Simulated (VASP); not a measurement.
# Sr (C2/c) in VASP: single point with PBE

Aim: the single point of Sr with PBE.

Everything below comes from runs of VASP 6.6.1. Logs are shortened: lines on timing, memory, paths and dates and some standing lists are left out, and cuts for length are marked.

## (1) The cell of the first run

The structure is monoclinic, space group C2/c (No. 15). The conventional cell has a = 4.122 Å, b = 14.101 Å, c = 4.286 Å, α = 90.00°, β = 118.55°, γ = 90.00°. Sr (site symmetry 2) has 14 Sr at 4.12 to 5.06 Å within 5.4 Å.

## (2) Single point, PBE

Contents of INCAR:

```
  PREC = Accurate
  ENCUT = 520
  EDIFF = 1E-6
  ISMEAR = 0
  SIGMA = 0.1
  LREAL = False
  LASPH = True
  NELM = 100
  ALGO = Normal
  ISIF = 2
  LWAVE = False
  LCHARG = True
  GGA = PE
  LELF = True
  LVHAR = True
  NBANDS = 17
```

Contents of KPOINTS:

```
regular mesh
0
Gamma
  14 14 12
```

Contents of POSCAR:

```
Sr
1.0
    2.0139632107     -7.0505696083     -0.4381841796
    2.0139632107      7.0505696083     -0.4381841796
   -1.2260756504      0.0000000000      4.1193464720
Sr
2
Direct
    0.8751102257      0.1248897743      0.2500000000
    0.1248897743      0.8751102257      0.7500000000
```

Potentials or basis: VASP PAW PBE potentials, release 64 (Sr_sv).

Run with:

```sh
$ cat potpaw_PBE.64/Sr_sv/POTCAR > POTCAR
$ mpirun -np 1 vasp_std > vasp.out
```

OUTCAR:

```text
PREC = Accurate
   ENCUT = 520
   EDIFF = 1E-6
   ISMEAR = 0
   LREAL = False
   LASPH = True
   NELM = 100
   ISIF = 2
   GGA = PE

 ion  position               nearest neighbor table
   1  0.875  0.125  0.250-   2 4.13   2 4.13   2 4.13   2 4.13   2 5.05   2 5.05   2 5.06   2 5.06

   2  0.125  0.875  0.750-   1 4.13   1 4.13   1 4.13   1 4.13   1 5.05   1 5.05   1 5.06   1 5.06

  Warning from LATTYP: Got some problem with cell dimensions!
  Tried to take original basis but could not verify dimensions!
  LATTYP: Found a base centered monoclinic cell.
 ALAT       =     4.1221611756
 B/A-ratio  =     3.4208121944
 C/A-ratio  =     1.0396745020
 COS(beta)  =    -0.4779479418

  Lattice vectors:

 A1 = (  -2.0139632107,   7.0505696083,   0.4381841796)
 A2 = (  -2.0139632107,  -7.0505696083,   0.4381841796)
 A3 = (   2.8018507710,   0.0000000000,   3.2429781128)

Analysis of symmetry for initial positions (statically):
=====================================================================
 Subroutine PRICEL returns:
 Original cell was already a primitive cell.

 Routine SETGRP: Setting up the symmetry group for a
 base centered monoclinic supercell.

 Subroutine GETGRP returns: Found  4 space group operations
 (whereof  2 operations were pure point group operations)
 out of a pool of  4 trial point group operations.

The static configuration has the point symmetry S_2 .
 The point group associated with its full space group is C_2h.

Analysis of symmetry for dynamics (positions and initial velocities):
=====================================================================
 Subroutine PRICEL returns:
 Original cell was already a primitive cell.

 Routine SETGRP: Setting up the symmetry group for a
 base centered monoclinic supercell.

 Subroutine GETGRP returns: Found  4 space group operations
 (whereof  2 operations were pure point group operations)
 out of a pool of  4 trial point group operations.

The dynamic configuration has the point symmetry S_2 .
 The point group associated with its full space group is C_2h.

 Subroutine INISYM returns: Found  4 space group operations
 (whereof  2 operations are pure point group operations),
 and found     1 'primitive' translations

----------------------------------------------------------------------------------------

                                     Primitive cell

  volume of cell :     109.4102

  direct lattice vectors                    reciprocal lattice vectors
     2.013963211 -7.050569608 -0.438184180     0.265457204 -0.070916256  0.079010255
     2.013963211  7.050569608 -0.438184180     0.265457204  0.070916256  0.079010255
    -1.226075650  0.000000000  4.119346472     0.056474564  0.000000000  0.259565952

  length of vectors
     7.345650753  7.345650753  4.297938675     0.285900792  0.285900792  0.265638588

  position of ions in fractional coordinates (direct lattice)
     0.875110226  0.124889774  0.250000000
     0.124889774  0.875110226  0.750000000

  ion indices of the primitive-cell ions
   primitive index   ion index
                 1           1
                 2           2

----------------------------------------------------------------------------------------

 KPOINTS: regular mesh

Automatic generation of k-mesh.
 Grid dimensions read from file:
 generate k-points for:   14   14   12

 Generating k-lattice:

  Cartesian coordinates                     Fractional coordinates (reciprocal lattice)
     0.018961229 -0.005065447  0.005643590     0.071428571  0.000000000  0.000000000
     0.018961229  0.005065447  0.005643590     0.000000000  0.071428571  0.000000000
     0.004706214  0.000000000  0.021630496     0.000000000  0.000000000  0.083333333

  Length of vectors
     0.020421485  0.020421485  0.022136549

  Shift w.r.t. Gamma in fractional coordinates (k-lattice)
     0.000000000  0.000000000  0.000000000

 Subroutine IBZKPT returns following result:
 ===========================================

 Found    639 irreducible k-points:

 Following reciprocal coordinates:
            Coordinates               Weight
  0.000000  0.000000  0.000000      1.000000
  0.071429  0.000000  0.000000      4.000000
  0.142857 -0.000000 -0.000000      4.000000
  0.214286  0.000000  0.000000      4.000000
  0.285714 -0.000000  0.000000      4.000000
  0.357143 -0.000000  0.000000      4.000000
[... 16 lines left out ...]
  0.214286  0.142857  0.000000      4.000000
  0.285714  0.142857  0.000000      4.000000
 [... further k-points ...]
   k-points           NKPTS =    639   k-points in BZ     NKDIM =    639   number of bands    NBANDS=     17
   number of dos      NEDOS =    301   number of ions     NIONS =      2
   total plane-waves  NPLWV = 100352
   dimension x,y,z NGX =    56 NGY =   56 NGZ =   32
   dimension x,y,z NGXF=   112 NGYF=  112 NGZF=   64
   ions per type =               2
   NGX,Y,Z   is equivalent  to a cutoff of  12.67, 12.67, 12.38 a.u.
   NGXF,Y,Z  is equivalent  to a cutoff of  25.35, 25.35, 24.76 a.u.
 SYSTEM =  unknown system
   PREC   = accura    normal or accurate (medium, high low for compatibility)
   ISTART =      0    job   : 0-new  1-cont  2-samecut
   ICHARG =      2    charge: 1-file 2-atom 10-const
   ISPIN  =      1    spin polarized calculation?
   LNONCOLLINEAR =      F non collinear calculations
   LSORBIT =      F    spin-orbit coupling
   LASPH  =      T    aspherical Exc in radial PAW
   ENCUT  =  520.0 eV  38.22 Ry    6.18 a.u.  13.66 13.66  7.99*2*pi/ulx,y,z
   NELM   =    100;   NELMIN=  2; NELMDL= -5     # of ELM steps
   EDIFF  = 0.1E-05   stopping-criterion for ELM
   LREAL  =      F    real-space projection
   EDIFFG = 0.1E-04   stopping-criterion for IOM
   NSW    =      0    number of steps for IOM
   IBRION =     -1    ionic relax: 0-MD 1-quasi-New 2-CG
   NFREE  =      0    steps in history (QN), initial steepest desc. (CG)
   ISIF   =      2    stress and relaxation
   ISYM   =      2    0-nonsym 1-usesym 2-fastsym
   POTIM  = 0.5000    time-step for ionic-motion
   TEBEG  =    0.0;   TEEND  =   0.0 temperature during run
   PSTRESS=    0.0 pullay stress
   NELECT =      20.0000    total number of electrons
   NUPDOWN=      -1.0000    fix difference up-down
   EMIN   =  10.00;   EMAX   =-10.00  energy-range for DOS
   EFERMI =   0.00;   METHOD = LEGACY
   ISMEAR =     0;   SIGMA  =   0.10  broadening in eV -4-tet -1-fermi 0-gaus
   EFERMI_NEDOS =   21; number of points for ismear=-14 and -15
   IALGO  =     38    algorithm
   IMIX   =      4    mixing-type and parameters
     AMIX     =   0.40;   BMIX     =  1.00
     AMIX_MAG =   1.60;   BMIX_MAG =  1.00
  volume/ion in A,a.u.               =      54.71       369.17
  Fermi-wavevector in a.u.,A,eV,Ry     =   0.929106  1.755757 11.745078  0.863239
  Thomas-Fermi vector in A             =   2.055354
   LORBIT       =      0    0 simple, 1 ext, 2 COOP (PROOUT), +10 PAW based schemes
   GGA     = PE    functional components
   LHFCALC =     F    Hartree Fock is set to
   AEXX    =    0.0000 exact exchange contribution
   IVDW    =     0    specifies the selected vdW correction
   LEPSILON=     F    determine dielectric tensor
   LRPA    =     F    only Hartree local field effects (RPA)
 non-spin polarized calculation
 Gauss-broadening in eV      SIGMA  =   0.10
  energy-cutoff  :      520.00
  volume of cell :      109.41
 maximum number of plane-waves:      2972
   NGX = 27   NGY = 27   NGZ = 15

 number of electron      20.0000000 magnetization

 Free energy of the ion-electron system (eV)
  ---------------------------------------------------
  ext. energy  EPLUGINS =         0.00000000
  ---------------------------------------------------
  free energy    TOTEN  =        -3.21656092 eV

  energy without entropy =       -3.20172075  energy(sigma->0) =       -3.20914083

 E-fermi :   1.5506     XC(G=0):  -7.3653

 val. band max:        1.5504357440   @ k =   0.1429  -0.0000   0.2500
 cond. band min:       1.5507389349   @ k =   0.4286  -0.0000   0.3333
 fundamental gap:      0.0003031909
 Fermi energy:         1.5506212672

 k-point     1 :       0.0000    0.0000    0.0000
  band No.  band energies     occupation
      1     -35.0317      2.00000
      2     -35.0164      2.00000
      3     -17.1254      2.00000
      4     -16.9606      2.00000
      5     -16.9222      2.00000
      6     -16.9114      2.00000
[... 9 lines left out ...]
     16       4.4017      0.00000
     17       4.5304      0.00000

 k-point     2 :       0.0714    0.0000    0.0000
  band No.  band energies     occupation
      1     -35.0310      2.00000
      2     -35.0160      2.00000
      3     -17.1221      2.00000
      4     -16.9638      2.00000
      5     -16.9268      2.00000
      6     -16.9194      2.00000
[... 9 lines left out ...]
     16       4.4386      0.00000
     17       4.4991      0.00000

 k-point     3 :       0.1429   -0.0000   -0.0000
  band No.  band energies     occupation
      1     -35.0289      2.00000
      2     -35.0148      2.00000
      3     -17.1127      2.00000
      4     -16.9743      2.00000
      5     -16.9486      2.00000
      6     -16.9395      2.00000
[... 9 lines left out ...]
     16       4.4044      0.00000
     17       4.6349      0.00000

 k-point     4 :       0.2143    0.0000    0.0000
  band No.  band energies     occupation
      1     -35.0258      2.00000
      2     -35.0132      2.00000
      3     -17.0993      2.00000
      4     -16.9984      2.00000
      5     -16.9813      2.00000
      6     -16.9610      2.00000
[... 9 lines left out ...]
     16       4.4621      0.00000
     17       4.9412      0.00000

 k-point     5 :       0.2857   -0.0000    0.0000
  band No.  band energies     occupation
      1     -35.0223      2.00000
      2     -35.0115      2.00000
      3     -17.0866      2.00000
      4     -17.0359      2.00000
      5     -17.0124      2.00000
      6     -16.9751      2.00000
[... 9 lines left out ...]
     16       4.5648      0.00000
     17       5.0846      0.00000

 k-point     6 :       0.3571   -0.0000    0.0000
  band No.  band energies     occupation
      1     -35.0190      2.00000
      2     -35.0100      2.00000
      3     -17.0847      2.00000
      4     -17.0714      2.00000
      5     -17.0304      2.00000
      6     -16.9834      2.00000
[... 9 lines left out ...]
     16       4.5385      0.00000
     17       5.4791      0.00000

 k-point     7 :       0.4286    0.0000    0.0000
  band No.  band energies     occupation
      1     -35.0167      2.00000
      2     -35.0091      2.00000
      3     -17.1001      2.00000
      4     -17.0909      2.00000
      5     -17.0310      2.00000
      6     -16.9863      2.00000
[... 9 lines left out ...]
     16       4.7650      0.00000
     17       5.4486      0.00000

 k-point     8 :       0.5000    0.0000   -0.0000
  band No.  band energies     occupation
      1     -35.0158      2.00000
      2     -35.0089      2.00000
      3     -17.1086      2.00000
      4     -17.0969      2.00000
      5     -17.0293      2.00000
      6     -16.9857      2.00000
[... 9 lines left out ...]
     16       4.9852      0.00000
     17       5.3896      0.00000
[... 203 lines left out ...]
      1     -35.0283      2.00000
      2     -35.0154      2.00000
      3     -17.1057      2.00000
      4     -16.9746      2.00000
      5     -16.9498      2.00000
      6     -16.9399      2.00000
[... 9 lines left out ...]
     16       4.4527      0.00000
     17       4.6241      0.00000

 k-point    20 :      -0.1429    0.0714    0.0000
  band No.  band energies     occupation
      1     -35.0306      2.00000
      2     -35.0164      2.00000
      3     -17.1170      2.00000
      4     -16.9633      2.00000
      5     -16.9301      2.00000
      6     -16.9182      2.00000
[... 9 lines left out ...]
     16       4.3911      0.00000
     17       4.5361      0.00000

 k-point    21 :      -0.0714    0.0714    0.0000
  band No.  band energies     occupation
      1     -35.0315      2.00000
      2     -35.0166      2.00000
      3     -17.1228      2.00000
      4     -16.9603      2.00000
      5     -16.9235      2.00000
      6     -16.9141      2.00000
[... 9 lines left out ...]
     16       4.3848      0.00000
     17       4.5332      0.00000

 k-point    22 :       0.1429    0.1429   -0.0000
  band No.  band energies     occupation
      1     -35.0229      2.00000
      2     -35.0109      2.00000
      3     -17.0929      2.00000
      4     -17.0266      2.00000
      5     -17.0224      2.00000
      6     -16.9760      2.00000
[... 9 lines left out ...]
     16       4.6141      0.00000
     17       5.0800      0.00000

 k-point    23 :       0.2143    0.1429    0.0000
  band No.  band energies     occupation
      1     -35.0197      2.00000
      2     -35.0094      2.00000
      3     -17.0922      2.00000
      4     -17.0585      2.00000
      5     -17.0434      2.00000
      6     -16.9866      2.00000
[... 9 lines left out ...]
     16       4.5916      0.00000
     17       5.5421      0.00000

 k-point    24 :       0.2857    0.1429    0.0000
  band No.  band energies     occupation
      1     -35.0172      2.00000
      2     -35.0086      2.00000
      3     -17.1061      2.00000
      4     -17.0812      2.00000
      5     -17.0396      2.00000
      6     -16.9928      2.00000
[... 9 lines left out ...]
     16       4.7541      0.00000
     17       5.6945      0.00000

 [... further k-points ...]
[... 5 lines left out ...]
  --------------------------------------------------------------------------------------
  -------------------------------------------------------------------------------------
  Total        0.0176581      0.0318902      0.0171161      0.0000000      0.0000000     -0.0036297
  in kB        0.2585806      0.4669930      0.2506437      0.0000000      0.0000000     -0.0531518
  external PRESSURE =       0.3254058 kB  Pullay stress =       0.0000000 kB

 VOLUME and BASIS-vectors are now :
 -----------------------------------------------------------------------------
  energy-cutoff  :      520.00
  volume of cell :      109.41
      direct lattice vectors                 reciprocal lattice vectors
     2.013963211 -7.050569608 -0.438184180     0.265457204 -0.070916256  0.079010255
     2.013963211  7.050569608 -0.438184180     0.265457204  0.070916256  0.079010255
    -1.226075650  0.000000000  4.119346472     0.056474564  0.000000000  0.259565952

 POSITION                                       TOTAL-FORCE (eV/Angst)
 -----------------------------------------------------------------------------------
      1.70744     -5.28948      0.59165        -0.000000      0.000634      0.000000
      1.09441      5.28948      2.65133         0.000000     -0.000634     -0.000000
 -----------------------------------------------------------------------------------
    total drift:                                0.000000      0.000000      0.000000

  FREE ENERGIE OF THE ION-ELECTRON SYSTEM (eV)
  ---------------------------------------------------
  free  energy   TOTEN  =        -3.2165609199 eV

  energy  without entropy=       -3.2017207460  energy(sigma->0) =       -3.20914083
```

Wall time 10 min (1 thread of Intel Xeon 6975P-C (Granite Rapids), shared host); peak memory 1.1 GiB.

What came out:

| Quantity | Value |
| --- | --- |
| Free energy | -3.2166 eV |
| Pressure | 0.0 GPa |
| Band gap on the k mesh | zero (bands 10 and 11 overlap by 0.35 eV) |
